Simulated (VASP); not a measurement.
# SnO2 (P6_3/mmc) in VASP: single point with PBE+D3(BJ)

Aim: the single point of SnO2 with PBE+D3(BJ).

Everything below comes from runs of VASP 6.6.1. Logs are shortened: lines on timing, memory, paths and dates and some standing lists are left out, and cuts for length are marked.

**1. The cell of the first run**

Symmetry: P6_3/mmc, No. 194, hexagonal system. The conventional cell has a = 3.256 Å, b = 3.256 Å, c = 10.065 Å, α = 90.00°, β = 90.00°, γ = 120.00°. Sn (site symmetry -3m) has 6 O at 2.12 Å within 2.8 Å. O (site symmetry 3m) has 3 Sn at 2.12 Å and 3 O at 2.73 Å within 2.8 Å.

**2. Single point, PBE+D3(BJ), collinear spin, ferromagnetic start**

INCAR

```
SYSTEM = SnO2
  ALGO = Normal
  EDIFF = 1E-6
  ENCUT = 600
  GGA = PE
  GGA_COMPAT = .FALSE.
  ISIF = 2
  ISMEAR = 0
  ISPIN = 2
  IVDW = 12
  LASPH = .TRUE.
  LCHARG = .TRUE.
  LELF = .TRUE.
  LORBIT = 11
  LREAL = .FALSE.
  LVHAR = .TRUE.
  LWAVE = .FALSE.
  MAGMOM = 2 2 3 3 3 2
  NBANDS = 39
  NELM = 200
  PREC = Accurate
  SIGMA = 0.05
```

KPOINTS

```
k-points
0
G
  12 12 4
  0 0 0
```

POSCAR

```
SnO2
1.0
    3.2555698459      0.0000000000      0.0000000000
   -1.6277849230      2.8194061904      0.0000000000
    0.0000000000      0.0000000000     10.0650770246
Sn O
2 4
Direct
    0.0000000000      0.0000000000      0.5000000000
    0.0000000000      0.0000000000      0.0000000000
    0.6666666667      0.3333333333      0.4018666787
    0.6666666667      0.3333333333      0.0981333213
    0.3333333333      0.6666666667      0.5981333213
    0.3333333333      0.6666666667      0.9018666787
```

Potentials or basis: VASP PAW PBE potentials, release 64 (Sn_d, O).

Launch:

```bash
cat potpaw_PBE.64/Sn_d/POTCAR potpaw_PBE.64/O/POTCAR > POTCAR
mpirun -np 1 vasp_std > vasp.out
```

OUTCAR:

```text
SYSTEM = SnO2
   EDIFF = 1E-6
   ENCUT = 600
   GGA = PE
   ISIF = 2
   ISMEAR = 0
   ISPIN = 2
   IVDW = 12
   LASPH = .TRUE.
   LORBIT = 11
   LREAL = .FALSE.
   NELM = 200
   PREC = Accurate
 IVDW          = 12

 ion  position               nearest neighbor table
   1  0.000  0.000  0.500-   3 2.12   5 2.12   3 2.12   5 2.12   3 2.12   5 2.12
   2  0.000  0.000  0.000-   4 2.12   6 2.12   4 2.12   6 2.12   4 2.12   6 2.12
   3  0.667  0.333  0.402-   1 2.12   1 2.12   1 2.12
   4  0.667  0.333  0.098-   2 2.12   2 2.12   2 2.12
   5  0.333  0.667  0.598-   1 2.12   1 2.12   1 2.12
   6  0.333  0.667  0.902-   2 2.12   2 2.12   2 2.12

  LATTYP: Found a hexagonal cell.
 ALAT       =     3.2555698459
 C/A-ratio  =     3.0916483138

  Lattice vectors:

 A1 = (   3.2555698459,   0.0000000000,   0.0000000000)
 A2 = (  -1.6277849230,   2.8194061904,   0.0000000000)
 A3 = (   0.0000000000,   0.0000000000,  10.0650770246)

Analysis of symmetry for initial positions (statically):
=====================================================================
 Subroutine PRICEL returns:
 Original cell was already a primitive cell.

 Routine SETGRP: Setting up the symmetry group for a
 hexagonal supercell.

 Subroutine GETGRP returns: Found 24 space group operations
 (whereof 12 operations were pure point group operations)
 out of a pool of 24 trial point group operations.

The static configuration has the point symmetry D_3d.
 The point group associated with its full space group is D_6h.

Analysis of symmetry for dynamics (positions and initial velocities):
=====================================================================
 Subroutine PRICEL returns:
 Original cell was already a primitive cell.

 Routine SETGRP: Setting up the symmetry group for a
 hexagonal supercell.

 Subroutine GETGRP returns: Found 24 space group operations
 (whereof 12 operations were pure point group operations)
 out of a pool of 24 trial point group operations.

The dynamic configuration has the point symmetry D_3d.
 The point group associated with its full space group is D_6h.

Analysis of structural, dynamic, and magnetic symmetry:
=====================================================================
 Subroutine PRICEL returns:
 Original cell was already a primitive cell.

 Routine SETGRP: Setting up the symmetry group for a
 hexagonal supercell.

 Subroutine GETGRP returns: Found  6 space group operations
 (whereof  6 operations were pure point group operations)
 out of a pool of 24 trial point group operations.

The overall configuration has the point symmetry C_3v.

 Subroutine INISYM returns: Found  6 space group operations
 (whereof  6 operations are pure point group operations),
 and found     1 'primitive' translations

----------------------------------------------------------------------------------------

                                     Primitive cell

  volume of cell :      92.3851

  direct lattice vectors                    reciprocal lattice vectors
     3.255569846  0.000000000  0.000000000     0.307165887  0.177342308  0.000000000
    -1.627784923  2.819406190  0.000000000     0.000000000  0.354684615  0.000000000
     0.000000000  0.000000000 10.065077025     0.000000000  0.000000000  0.099353437

  length of vectors
     3.255569846  3.255569846 10.065077025     0.354684615  0.354684615  0.099353437

  position of ions in fractional coordinates (direct lattice)
     0.000000000  0.000000000  0.500000000
     0.000000000  0.000000000  0.000000000
     0.666666667  0.333333333  0.401866679
     0.666666667  0.333333333  0.098133321
     0.333333333  0.666666667  0.598133321
     0.333333333  0.666666667  0.901866679

  ion indices of the primitive-cell ions
   primitive index   ion index
                 1           1
                 2           2
                 3           3
                 4           4
                 5           5
                 6           6

----------------------------------------------------------------------------------------

 KPOINTS: k-points

Automatic generation of k-mesh.
 Grid dimensions read from file:
[... 47 lines left out ...]
   k-points           NKPTS =     69   k-points in BZ     NKDIM =     69   number of bands    NBANDS=     39
   number of dos      NEDOS =    301   number of ions     NIONS =      6
   total plane-waves  NPLWV =  62720
   dimension x,y,z NGX =    28 NGY =   28 NGZ =   80
   dimension x,y,z NGXF=    56 NGYF=   56 NGZF=  160
   ions per type =               2   4
   NGX,Y,Z   is equivalent  to a cutoff of  14.30, 14.30, 13.21 a.u.
   NGXF,Y,Z  is equivalent  to a cutoff of  28.60, 28.60, 26.43 a.u.
 SYSTEM =  SnO2
   PREC   = accura    normal or accurate (medium, high low for compatibility)
   ISTART =      0    job   : 0-new  1-cont  2-samecut
   ICHARG =      2    charge: 1-file 2-atom 10-const
   ISPIN  =      2    spin polarized calculation?
   LNONCOLLINEAR =      F non collinear calculations
   LSORBIT =      F    spin-orbit coupling
   LASPH  =      T    aspherical Exc in radial PAW
   ENCUT  =  600.0 eV  44.10 Ry    6.64 a.u.   6.50  6.50 20.10*2*pi/ulx,y,z
   NELM   =    200;   NELMIN=  2; NELMDL= -5     # of ELM steps
   EDIFF  = 0.1E-05   stopping-criterion for ELM
   LREAL  =      F    real-space projection
   EDIFFG = 0.1E-04   stopping-criterion for IOM
   NSW    =      0    number of steps for IOM
   IBRION =     -1    ionic relax: 0-MD 1-quasi-New 2-CG
   NFREE  =      0    steps in history (QN), initial steepest desc. (CG)
   ISIF   =      2    stress and relaxation
   ISYM   =      2    0-nonsym 1-usesym 2-fastsym
   POTIM  = 0.5000    time-step for ionic-motion
   TEBEG  =    0.0;   TEEND  =   0.0 temperature during run
   PSTRESS=    0.0 pullay stress
   NELECT =      52.0000    total number of electrons
   NUPDOWN=      -1.0000    fix difference up-down
   EMIN   =  10.00;   EMAX   =-10.00  energy-range for DOS
   EFERMI =   0.00;   METHOD = LEGACY
   ISMEAR =     0;   SIGMA  =   0.05  broadening in eV -4-tet -1-fermi 0-gaus
   EFERMI_NEDOS =   21; number of points for ismear=-14 and -15
   IALGO  =     38    algorithm
   IMIX   =      4    mixing-type and parameters
     AMIX     =   0.40;   BMIX     =  1.00
     AMIX_MAG =   1.60;   BMIX_MAG =  1.00
  volume/ion in A,a.u.               =      15.40       103.91
  Fermi-wavevector in a.u.,A,eV,Ry     =   1.351685  2.554313 24.858540  1.827051
  Thomas-Fermi vector in A             =   2.479086
   LORBIT       =     11    0 simple, 1 ext, 2 COOP (PROOUT), +10 PAW based schemes
   GGA     = PE    functional components
   LHFCALC =     F    Hartree Fock is set to
   AEXX    =    0.0000 exact exchange contribution
   IVDW    =    12    specifies the selected vdW correction
   LEPSILON=     F    determine dielectric tensor
   LRPA    =     F    only Hartree local field effects (RPA)
 spin polarized calculation
 Gauss-broadening in eV      SIGMA  =   0.05
  energy-cutoff  :      600.00
  volume of cell :       92.39
 maximum number of plane-waves:      3136
 NGX is ok and might be reduce to    28
   NGX = 13   NGY = 13   NGZ = 41

 number of electron      51.9999995 magnetization       0.0004333

 number of electron      51.9999995 magnetization      -0.0000281

 Free energy of the ion-electron system (eV)
  ---------------------------------------------------
  ext. energy  EPLUGINS =         0.00000000
  ---------------------------------------------------
  free energy    TOTEN  =       -36.28087011 eV

  energy without entropy =      -36.28087011  energy(sigma->0) =      -36.28087011

 E-fermi :   3.1035     XC(G=0):  -9.5522

 val. band max:        2.8818307791   @ k =   0.2500   0.2500   0.0000
 cond. band min:       4.6166305345   @ k =   0.0000   0.0000   0.0000
 fundamental gap:      1.7347997554
 Fermi energy:         3.1034568887

 spin component 1

 k-point     1 :       0.0000    0.0000    0.0000
  band No.  band energies     occupation
      1     -17.3399      1.00000
      2     -17.3380      1.00000
      3     -17.0968      1.00000
      4     -17.0968      1.00000
      5     -17.0958      1.00000
      6     -17.0958      1.00000
[... 973 lines left out ...]
     37      16.6470      0.00000
     38      16.9572      0.00000

 [... further k-points ...]

 spin component 2

 k-point     1 :       0.0000    0.0000    0.0000
  band No.  band energies     occupation
      1     -17.3399      1.00000
      2     -17.3380      1.00000
      3     -17.0968      1.00000
      4     -17.0968      1.00000
      5     -17.0958      1.00000
      6     -17.0958      1.00000
[... 973 lines left out ...]
     37      16.6473      0.00000
     38      16.9572      0.00000

 [... further k-points ...]

 [bands above 38 left out]

------------------------ aborting loop because EDIFF is reached ----------------------------------------

 Edisp (eV)   -0.98789

 E8    (eV) :    -0.3873

  FORCE on cell =-STRESS in cart. coord.  units (eV):
  Direction    XX          YY          ZZ          XY          YZ          ZX
  --------------------------------------------------------------------------------------
  -------------------------------------------------------------------------------------
  Total      -1.92433    -1.92433     0.64943     0.00000     0.00000     0.00000
  in kB     -33.37240   -33.37240    11.26263     0.00000     0.00000     0.00000
  external pressure =      -18.49 kB  Pullay stress =        0.00 kB

 VOLUME and BASIS-vectors are now :
 -----------------------------------------------------------------------------
  energy-cutoff  :      600.00
  volume of cell :       92.39
      direct lattice vectors                 reciprocal lattice vectors
     3.255569846  0.000000000  0.000000000     0.307165887  0.177342308  0.000000000
    -1.627784923  2.819406190  0.000000000     0.000000000  0.354684615  0.000000000
     0.000000000  0.000000000 10.065077025     0.000000000  0.000000000  0.099353437

 POSITION                                       TOTAL-FORCE (eV/Angst)
 -----------------------------------------------------------------------------------
      0.00000      0.00000      5.03254         0.000000     -0.000000      0.000225
      0.00000      0.00000      0.00000         0.000000     -0.000000     -0.000238
      1.62778      0.93980      4.04482        -0.000000      0.000000     -0.113239
      1.62778      0.93980      0.98772        -0.000000      0.000000      0.113013
     -0.00000      1.87960      6.02026         0.000000     -0.000000      0.112736
     -0.00000      1.87960      9.07736        -0.000000      0.000000     -0.112496
 -----------------------------------------------------------------------------------
    total drift:                                0.000000     -0.000000      0.000077

  FREE ENERGIE OF THE ION-ELECTRON SYSTEM (eV)
  ---------------------------------------------------
  free  energy   TOTEN  =       -37.2687612060 eV

  energy  without entropy=      -37.2687612060  energy(sigma->0) =      -37.26876121

 total charge

# of ion       s       p       d       tot
------------------------------------------
    1        0.916   1.020  10.296  12.232
    2        0.916   1.020  10.296  12.232
    3        1.573   3.422   0.000   4.995
    4        1.573   3.422   0.000   4.995
    5        1.573   3.422   0.000   4.995
    6        1.573   3.422   0.000   4.995
--------------------------------------------------
tot          8.124  15.728  20.591  44.443

 magnetization (x)

# of ion       s       p       d       tot
------------------------------------------
    1       -0.000   0.000   0.000  -0.000
    2       -0.000   0.000   0.000   0.000
    3       -0.000   0.000   0.000  -0.000
    4       -0.000  -0.000   0.000  -0.000
    5       -0.000   0.000   0.000  -0.000
    6       -0.000  -0.000   0.000  -0.000
--------------------------------------------------
tot         -0.000  -0.000   0.000  -0.000
```

Run time: 21 min. Hardware: 1 thread of Intel Xeon 8259CL, shared host; peak memory 0.58 GiB.

Results:

* Free energy: -37.2688 eV
* Pressure: -1.8 GPa
* Largest force: 0.113 eV/Å
* Band gap on the k mesh: 1.73 eV, indirect (least direct gap 2.11 eV)
* Net moment: 0.00 μB per cell
* Valence electrons inside the program's atomic spheres: Sn 12.23; O 5.00
* Dispersion energy per atom: -0.165 eV

Forces on the atoms (eV/Å):
```
Sn   0.000  0.000  0.000
Sn   0.000  0.000  0.000
O    0.000  0.000 -0.113
O    0.000  0.000  0.113
O    0.000  0.000  0.113
O    0.000  0.000 -0.112
```

Stress tensor (GPa, compression positive):
```
-3.34  0.00  0.00
 0.00 -3.34  0.00
 0.00  0.00  1.13
```

Levels at points of the mesh, in eV from the valence-band top:
Spin up:
| k point | band 24 | band 25 | band 26 | band 27 | band 28 | band 29 |
| --- | --- | --- | --- | --- | --- | --- |
| (0.00, 0.00, 0.00) | -1.08 | -1.08 | -0.38 | 1.73 | 2.71 | 5.15 |
| (0.50, 0.00, 0.00) | -0.73 | -0.65 | -0.09 | 4.90 | 5.09 | 6.65 |
| (0.00, 0.00, 0.50) | -1.11 | -0.87 | -0.87 | 2.25 | 2.25 | 5.43 |
| (0.50, 0.00, 0.50) | -0.69 | -0.35 | -0.35 | 4.99 | 4.99 | 7.06 |
Spin down:
```
           k point  band 24  band 25  band 26  band 27  band 28  band 29
(0.00, 0.00, 0.00)    -1.08    -1.08    -0.38     1.73     2.71     5.15
(0.50, 0.00, 0.00)    -0.73    -0.65    -0.09     4.90     5.09     6.66
(0.00, 0.00, 0.50)    -1.11    -0.87    -0.87     2.25     2.25     5.43
(0.50, 0.00, 0.50)    -0.69    -0.35    -0.35     4.99     4.99     7.06
```

Caveat: spin-orbit coupling is left out, which moves the levels of the heavy elements.
